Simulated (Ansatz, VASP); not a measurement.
**One calculation of KBr, two programs**

```
K Br
1.0
     0.00000    3.30225    3.30225
     3.30225    0.00000    3.30225
     3.30225    3.30225    0.00000
K Br
1 1
Direct
  0.00000 0.00000 0.00000
  0.50000 0.50000 0.50000
```

Alike in both runs: task single point; functional PBE; k mesh 4 × 4 × 4; occupations fermi-dirac, width 0.5 eV; no spin polarisation.

```csv
,VASP,Ansatz
version,VASP 6.6.1,Ansatz 0.2.0
potentials or method,"VASP PAW PBE potentials, release 64 (K_sv, Br)",plane waves
plane-wave cutoff (eV),500,420
valence electrons in the cell,16,16
```

|  | VASP | Ansatz | Ansatz less VASP |
| --- | --- | --- | --- |
| pressure (GPa) | 0.8 | 0.7 | -0.03 |
